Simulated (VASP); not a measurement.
The system is Ir.

```
Ir
1.0
     2.50227    0.00000    0.00000
     0.00000    2.50227    0.00000
     0.00000    0.00000    2.50227
Ir
1
Direct
  0.00000 0.00000 0.00000
```

| Item | Value |
| --- | --- |
| Program | VASP 6.6.1 |
| Task | relaxation of cell and atoms |
| Functional | PBE |
| Potentials or basis | VASP PAW PBE potentials, release 64 (Ir) |
| Cutoff | 500 eV |
| k mesh | 17 × 17 × 17, shifted |
| Occupations | fermi-dirac, width 0.08 eV |
| Spin | no spin polarisation |

At the start: pressure 24.7 GPa; volume 15.67 Å³/atom.

Question: Where does the relaxation end?

Answer: Over 19 steps the energy falls by 95.1 meV/atom and the volume is 17.01 Å³/atom (+8.6 %); space group Pm-3m (No. 221, to 0.05 Å).

The path:
```
step  energy change (eV)  largest force (eV/Å)  pressure (GPa)  volume (Å³)
   1              0.0000                0.0000           24.69        15.67
   2              0.5259                0.0000          -31.93        21.80
   3             -0.0941                0.0000           -2.11        17.16
   4             -0.0950                0.0000           -0.29        17.03
   5             -0.0951                0.0000            0.12        17.00
   6             -0.0951                0.0000            0.12        17.00
   7             -0.0951                0.0000            0.12        17.00
   8             -0.0951                0.0000            0.12        17.00
   9             -0.0951                0.0000            0.12        17.00
  10             -0.0951                0.0000            0.12        17.00
  11             -0.0951                0.0000            0.12        17.00
  12             -0.0951                0.0000            0.12        17.00
  13             -0.0951                0.0000            0.11        17.00
  14             -0.0951                0.0000            0.11        17.00
  15             -0.0951                0.0000            0.11        17.00
  16             -0.0951                0.0000            0.10        17.00
  17             -0.0951                0.0000            0.09        17.00
  18             -0.0951                0.0000            0.05        17.00
  19             -0.0951                0.0000           -0.01        17.01
```

Final structure:
```xyz
1
Lattice="2.5717 0.0000 0.0000 0.0000 2.5717 0.0000 0.0000 0.0000 2.5717" Properties=species:S:1:pos:R:3 pbc="T T T"
Ir    2.5717    0.0000    0.0000
```
